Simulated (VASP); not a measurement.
# Os (Fd-3m) in VASP: notebook, part 2 of 3

VASP 6.6.1. The steps go on from the part before.

### Step 4. Single point, LDA (21.31 Å³/atom)

This run uses another cell than the first one, of 21.31 Å³/atom.

Contents of INCAR:

```
PREC = Accurate ; ENCUT = 520
EDIFF = 1E-6 ; ISMEAR = -1
SIGMA = 0.1 ; LREAL = F
LASPH = T ; NELM = 80
ALGO = Normal ; ISIF = 2
LWAVE = F ; LCHARG = F
GGA = CA ; NBANDS = 15
```

Contents of KPOINTS:

```
Automatic mesh
0
Gamma
  11 11 11
```

Contents of POSCAR:

```
Os
1.0
    0.0000000000      2.7723341897      2.7723341897
    2.7723341897      0.0000000000      2.7723341897
    2.7723341897      2.7723341897      0.0000000000
Os
2
Direct
    0.1250000000      0.1250000000      0.1250000000
    0.8750000000      0.8750000000      0.8750000000
```

Potentials or basis: VASP PAW LDA potentials, release 64 (Os).

Run with:

```bash
cat potpaw_LDA.64/Os/POTCAR > POTCAR
mpirun -np 1 vasp_std > vasp.out
```

OUTCAR:

```text
PREC = Accurate
   ENCUT = 520
   EDIFF = 1E-6
   ISMEAR = -1
   LREAL = F
   LASPH = T
   NELM = 80
   ISIF = 2
   GGA = CA

 ion  position               nearest neighbor table
   1  0.125  0.125  0.125-   2 2.40   2 2.40   2 2.40   2 2.40
   2  0.875  0.875  0.875-   1 2.40   1 2.40   1 2.40   1 2.40

  LATTYP: Found a face centered cubic cell.
 ALAT       =     5.5446683794

  Lattice vectors:

 A1 = (   0.0000000000,   2.7723341897,   2.7723341897)
 A2 = (   2.7723341897,   0.0000000000,   2.7723341897)
 A3 = (   2.7723341897,   2.7723341897,   0.0000000000)

Analysis of symmetry for initial positions (statically):
=====================================================================
 Subroutine PRICEL returns:
 Original cell was already a primitive cell.

 Routine SETGRP: Setting up the symmetry group for a
 face centered cubic supercell.

 Subroutine GETGRP returns: Found 48 space group operations
 (whereof 12 operations were pure point group operations)
 out of a pool of 48 trial point group operations.

The static configuration has the point symmetry D_3d.
 The point group associated with its full space group is O_h .

Analysis of symmetry for dynamics (positions and initial velocities):
=====================================================================
 Subroutine PRICEL returns:
 Original cell was already a primitive cell.

 Routine SETGRP: Setting up the symmetry group for a
 face centered cubic supercell.

 Subroutine GETGRP returns: Found 48 space group operations
 (whereof 12 operations were pure point group operations)
 out of a pool of 48 trial point group operations.

The dynamic configuration has the point symmetry D_3d.
 The point group associated with its full space group is O_h .

 Subroutine INISYM returns: Found 48 space group operations
 (whereof 12 operations are pure point group operations),
 and found     1 'primitive' translations

[... 115 lines left out ...]
  volume/ion in A,a.u.               =      21.31       143.79
  Fermi-wavevector in a.u.,A,eV,Ry     =   1.181025  2.231814 18.977692  1.394821
  Thomas-Fermi vector in A             =   2.317307
   LORBIT       =      0    0 simple, 1 ext, 2 COOP (PROOUT), +10 PAW based schemes
   GGA     = CA    functional components
   LHFCALC =     F    Hartree Fock is set to
   AEXX    =    0.0000 exact exchange contribution
   IVDW    =     0    specifies the selected vdW correction
   LEPSILON=     F    determine dielectric tensor
   LRPA    =     F    only Hartree local field effects (RPA)
 non-spin polarized calculation
  energy-cutoff  :      520.00
  volume of cell :       42.62
 maximum number of plane-waves:      1167
 NGX is ok and might be reduce to    30
   NGX = 15   NGY = 15   NGZ = 15

 number of electron      15.9999999 magnetization

 Free energy of the ion-electron system (eV)
  ---------------------------------------------------
  ext. energy  EPLUGINS =         0.00000000
  ---------------------------------------------------
  free energy    TOTEN  =       -22.38494466 eV

  energy without entropy =      -22.32658964  energy(sigma->0) =      -22.35576715

 E-fermi :   4.2659     XC(G=0): -11.4707

 val. band max:        4.2472828570   @ k =   0.4545   0.2727   0.0000
 cond. band min:       4.2804894332   @ k =   0.4545   0.3636   0.0909
 fundamental gap:      0.0332065763
 Fermi energy:         4.2659372168

 k-point     1 :       0.0000    0.0000    0.0000
  band No.  band energies     occupation
      1      -3.2800      2.00000
      2       0.0868      2.00000
      3       0.0868      2.00000
      4       0.7092      2.00000
      5       0.7092      2.00000
      6       0.7092      2.00000
      7       3.6943      1.99344
      8       3.6943      1.99344
      9       3.6943      1.99344
     10       6.7984      0.00000
     11       6.7984      0.00000
     12      15.5143      0.00000
     13      15.6536      0.00000
     14      17.1281      0.00000
[... 401 lines left out ...]
      2      -0.3969      2.00000
      3       0.2346      2.00000
      4       0.3457      2.00000
      5       0.8578      2.00000
      6       1.7437      2.00000
      7       2.8639      2.00000
      8       3.2006      1.99995
      9       4.4302      0.32431
     10       5.8388      0.00000
     11       7.0642      0.00000
     12      11.3459      0.00000
     13      11.9822      0.00000
     14      15.1012      0.00000
     15      15.5808      0.00000

 [... further k-points ...]
[... 5 lines left out ...]
  --------------------------------------------------------------------------------------
  -------------------------------------------------------------------------------------
  Total       -2.5421173     -2.5421173     -2.5421173     -0.0000000      0.0000000      0.0000000
  in kB      -95.5739259    -95.5739259    -95.5739259     -0.0000000      0.0000000      0.0000000
  external PRESSURE =     -95.5739259 kB  Pullay stress =       0.0000000 kB

 VOLUME and BASIS-vectors are now :
 -----------------------------------------------------------------------------
  energy-cutoff  :      520.00
  volume of cell :       42.62
      direct lattice vectors                 reciprocal lattice vectors
     0.000000000  2.772334190  2.772334190    -0.180353437  0.180353437  0.180353437
     2.772334190  0.000000000  2.772334190     0.180353437 -0.180353437  0.180353437
     2.772334190  2.772334190  0.000000000     0.180353437  0.180353437 -0.180353437

 POSITION                                       TOTAL-FORCE (eV/Angst)
 -----------------------------------------------------------------------------------
      0.69308      0.69308      0.69308         0.000000      0.000000     -0.000000
      4.85158      4.85158      4.85158        -0.000000     -0.000000      0.000000
 -----------------------------------------------------------------------------------
    total drift:                               -0.000000      0.000000      0.000000

  FREE ENERGIE OF THE ION-ELECTRON SYSTEM (eV)
  ---------------------------------------------------
  free  energy   TOTEN  =       -22.3849446573 eV

  energy  without entropy=      -22.3265896357  energy(sigma->0) =      -22.35576715
```

stdout:

```text
POSCAR found type information on POSCAR Os
 POSCAR found :  1 types and       2 ions
 scaLAPACK will be used
 LDA part: xc-table for (Slater(with rela. corr.)+CA(PZ))
 , standard interpolation
 POSCAR, INCAR and KPOINTS ok, starting setup
 FFT: planning ... GRIDC
 FFT: planning ... GRID_SOFT
 FFT: planning ... GRID
 WAVECAR not read
 entering main loop
```

Run time: 48 s. Hardware: 1 thread of Intel Xeon 8259CL, shared host; peak memory 0.17 GiB.

What came out:

- Free energy: -22.3849 eV
- Pressure: -9.6 GPa
- Band gap on the k mesh: zero (bands 8 and 9 overlap by 1.04 eV)

Caveat: the cell stands under tension; spin-orbit coupling is left out, which moves the levels of the heavy elements.

### Step 5. Single point, LDA (22.95 Å³/atom)

This run uses another cell than the first one, of 22.95 Å³/atom.

Contents of INCAR:

```
SYSTEM = Os
ALGO = Normal ; EDIFF = 1E-6
ENCUT = 520 ; ISIF = 2
ISMEAR = -1 ; LASPH = .TRUE.
LCHARG = .TRUE. ; LELF = .TRUE.
LREAL = .FALSE. ; LVHAR = .TRUE.
LWAVE = .FALSE. ; NBANDS = 15
NELM = 80 ; PREC = Accurate
SIGMA = 0.1
```

Contents of KPOINTS:

```
k-points
0
G
  11 11 11
  0 0 0
```

Contents of POSCAR:

```
Os
1.0
    0.0000000000      2.8416710883      2.8416710883
    2.8416710883      0.0000000000      2.8416710883
    2.8416710883      2.8416710883      0.0000000000
Os
2
Direct
    0.1250000000      0.1250000000      0.1250000000
    0.8750000000      0.8750000000      0.8750000000
```

Potentials or basis: VASP PAW LDA potentials, release 64 (Os).

Run with:

```bash
cat potpaw_LDA.64/Os/POTCAR > POTCAR
mpirun -np 1 vasp_std > vasp.out
```

OUTCAR:

```text
SYSTEM = Os
   EDIFF = 1E-6
   ENCUT = 520
   ISIF = 2
   ISMEAR = -1
   LASPH = .TRUE.
   LREAL = .FALSE.
   NELM = 80
   PREC = Accurate

 ion  position               nearest neighbor table
   1  0.125  0.125  0.125-   2 2.46   2 2.46   2 2.46   2 2.46
   2  0.875  0.875  0.875-   1 2.46   1 2.46   1 2.46   1 2.46

  LATTYP: Found a face centered cubic cell.
 ALAT       =     5.6833421766

  Lattice vectors:

 A1 = (   0.0000000000,   2.8416710883,   2.8416710883)
 A2 = (   2.8416710883,   0.0000000000,   2.8416710883)
 A3 = (   2.8416710883,   2.8416710883,   0.0000000000)

Analysis of symmetry for initial positions (statically):
=====================================================================
 Subroutine PRICEL returns:
 Original cell was already a primitive cell.

 Routine SETGRP: Setting up the symmetry group for a
 face centered cubic supercell.

 Subroutine GETGRP returns: Found 48 space group operations
 (whereof 12 operations were pure point group operations)
 out of a pool of 48 trial point group operations.

The static configuration has the point symmetry D_3d.
 The point group associated with its full space group is O_h .

Analysis of symmetry for dynamics (positions and initial velocities):
[... 169 lines left out ...]
      1      -3.5911      2.00000
      2      -0.2548      2.00000
      3      -0.2548      2.00000
      4       0.2169      2.00000
      5       0.2169      2.00000
      6       0.2169      2.00000
      7       2.9846      1.99015
      8       2.9846      1.99015
      9       2.9846      1.99015
     10       5.7382      0.00000
     11       5.7382      0.00000
     12      14.4463      0.00000
     13      14.4798      0.00000
     14      16.1007      0.00000
[... 401 lines left out ...]
      2      -0.7082      2.00000
      3      -0.1409      2.00000
      4      -0.0832      2.00000
      5       0.3690      2.00000
      6       1.1667      2.00000
      7       2.2538      1.99999
      8       2.5478      1.99987
      9       3.6857      0.30830
     10       4.9068      0.00000
     11       5.9767      0.00000
     12      10.0309      0.00000
     13      10.7070      0.00000
     14      14.1076      0.00000
     15      14.1478      0.00000

 [... further k-points ...]
[... 5 lines left out ...]
  --------------------------------------------------------------------------------------
  -------------------------------------------------------------------------------------
  Total       -6.0615534     -6.0615534     -6.0615534     -0.0000000     -0.0000000      0.0000000
  in kB     -211.6133661   -211.6133661   -211.6133661     -0.0000000     -0.0000000      0.0000000
  external PRESSURE =    -211.6133661 kB  Pullay stress =       0.0000000 kB

 VOLUME and BASIS-vectors are now :
 -----------------------------------------------------------------------------
  energy-cutoff  :      520.00
  volume of cell :       45.89
      direct lattice vectors                 reciprocal lattice vectors
     0.000000000  2.841671088  2.841671088    -0.175952805  0.175952805  0.175952805
     2.841671088  0.000000000  2.841671088     0.175952805 -0.175952805  0.175952805
     2.841671088  2.841671088  0.000000000     0.175952805  0.175952805 -0.175952805

 POSITION                                       TOTAL-FORCE (eV/Angst)
 -----------------------------------------------------------------------------------
      0.71042      0.71042      0.71042         0.000000     -0.000000     -0.000000
      4.97292      4.97292      4.97292        -0.000000      0.000000      0.000000
 -----------------------------------------------------------------------------------
    total drift:                               -0.000000      0.000000      0.000000

  FREE ENERGIE OF THE ION-ELECTRON SYSTEM (eV)
  ---------------------------------------------------
  free  energy   TOTEN  =       -22.0647180728 eV

  energy  without entropy=      -22.0008894823  energy(sigma->0) =      -22.03280378
```

OSZICAR:

```text
N       E                     dE             d eps       ncg     rms          rms(c)
DAV:   1     0.740530493040E+02    0.74053E+02   -0.68155E+03  1680   0.948E+02
DAV:   2    -0.181760049795E+02   -0.92229E+02   -0.78611E+02  1897   0.265E+02
DAV:   3    -0.231459873614E+02   -0.49700E+01   -0.47303E+01  2135   0.541E+01
DAV:   4    -0.231885238574E+02   -0.42536E-01   -0.42493E-01  1876   0.533E+00
DAV:   5    -0.231887464865E+02   -0.22263E-03   -0.22263E-03  2107   0.385E-01    0.183E+01
DAV:   6    -0.222630060404E+02    0.92574E+00   -0.11537E+00  2009   0.843E+00    0.723E+00
DAV:   7    -0.220826764376E+02    0.18033E+00   -0.31782E-01  2079   0.424E+00    0.134E+00
DAV:   8    -0.220646732135E+02    0.18003E-01   -0.20250E-02  1729   0.900E-01    0.155E-01
DAV:   9    -0.220647010200E+02   -0.27806E-04   -0.37218E-04  1967   0.130E-01    0.447E-02
DAV:  10    -0.220647180818E+02   -0.17062E-04   -0.13222E-05  1848   0.333E-02    0.750E-03
DAV:  11    -0.220647180728E+02    0.89602E-08   -0.91119E-07  1313   0.614E-03
   1 F= -.22064718E+02 E0= -.22032804E+02  d E =-.638286E-01
```

It took 44 s on 1 thread of Intel Xeon 8259CL, shared host; peak memory 0.17 GiB.

Results:

```yaml
Free_energy: -22.0647 eV
Pressure: -21.2 GPa
Band_gap_on_the_k_mesh: zero (bands 8 and 9 overlap by 0.95 eV)
```

Levels at points of the mesh, in eV from the Fermi level:
```csv
k point,band 4,band 5,band 6,band 7,band 8,band 9,band 10,band 11,band 12,band 13
"(0.00, 0.00, 0.00)",-3.30,-3.30,-3.30,-0.53,-0.53,-0.53,2.22,2.22,10.93,10.96
```

Caveat: the cell stands under tension; spin-orbit coupling is left out, which moves the levels of the heavy elements.

[end of part 2 of 3]
